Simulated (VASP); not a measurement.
Write the native input for VASP 6.6.1 that does the following.

| Quantity | Value |
| --- | --- |
| Task | single point |
| Functional | r2SCAN |
| Potentials or basis | VASP PAW PBE potentials, release 64 (P) |
| Cutoff | 520 eV |
| k mesh | 12 × 12 × 12 |
| Occupations | gaussian, width 0.15 eV |
| Spin | no spin polarisation |
| Dipole correction | no |
| Further INCAR settings | ALGO = Normal; EDIFF = 1e-06; NBANDS = 8 |

P:

```xyz
1
Lattice="4.4011 0.0000 0.0000 0.0000 4.4011 0.0000 0.0000 0.0000 4.5093" Properties=species:S:1:pos:R:3 pbc="T T T"
P     0.0000    0.0000    0.0000
```

This cell differs from its parent crystal: strain +0.030 along x and y, +0.030 along z.

These files were run (other wordings do the same):

POSCAR

```
P
1.0
    4.4010920031      0.0000000000      0.0000000000
    0.0000000000      4.4010920031      0.0000000000
    0.0000000000      0.0000000000      4.5093400000
P
1
Direct
    0.0000000000      0.0000000000      0.0000000000
```

INCAR.step1

```
PREC     = Accurate       # precision mode
ENCUT    = 520            # plane-wave cutoff, eV
ISMEAR   = 0              # smearing method
SIGMA    = 0.15           # smearing width, eV
LREAL    = F              # projectors in reciprocal space
LASPH    = T              # aspherical terms in the spheres
NELM     = 60             # most SCF steps
NBANDS   = 8              # bands
GGA      = PE             # functional
ALGO     = Normal         # electronic algorithm
EDIFF    = 1E-4           # SCF threshold, eV
LWAVE    = T              # write WAVECAR
LCHARG   = F              # write CHGCAR
```

INCAR.step2

```
PREC     = Accurate       # precision mode
ENCUT    = 520            # plane-wave cutoff, eV
EDIFF    = 1E-6           # SCF threshold, eV
ISMEAR   = 0              # smearing method
SIGMA    = 0.15           # smearing width, eV
LREAL    = F              # projectors in reciprocal space
LASPH    = T              # aspherical terms in the spheres
NELM     = 60             # most SCF steps
ALGO     = Normal         # electronic algorithm
ISIF     = 2              # what is computed and relaxed
LWAVE    = F              # write WAVECAR
LCHARG   = F              # write CHGCAR
METAGGA  = R2SCAN         # meta-GGA
LMIXTAU  = T            
NBANDS   = 8              # bands
ISTART   = 1
```

KPOINTS

```
regular mesh
0
Gamma
  12 12 12
```

Potentials or basis: VASP PAW PBE potentials, release 64 (P).

Command:

```sh
$ cat potpaw_PBE.64/P/POTCAR > POTCAR
$ cp INCAR.step1 INCAR
$ mpirun -np 1 vasp_std > vasp.out
$ cp INCAR.step2 INCAR
$ mpirun -np 1 vasp_std > vasp.out
```

It gave:

```json
{"Pressure": "-3.3 GPa", "Band gap on the k mesh": "zero (an odd number of electrons rules out a gap without spin polarisation)"}
```

Caveat: the cell differs from its parent crystal (strain +0.030 along x and y, +0.030 along z); the cell stands under tension; the atoms stand far beyond bonding distance, and open shells without spin polarisation read as a metal; the PAW data sets were made with another functional, which shifts forces and pressure a little.

Run time: 6.4 min on 1 thread of Oxide Virtual Turin-like Processor, on a shared host, peak memory 0.25 GiB.
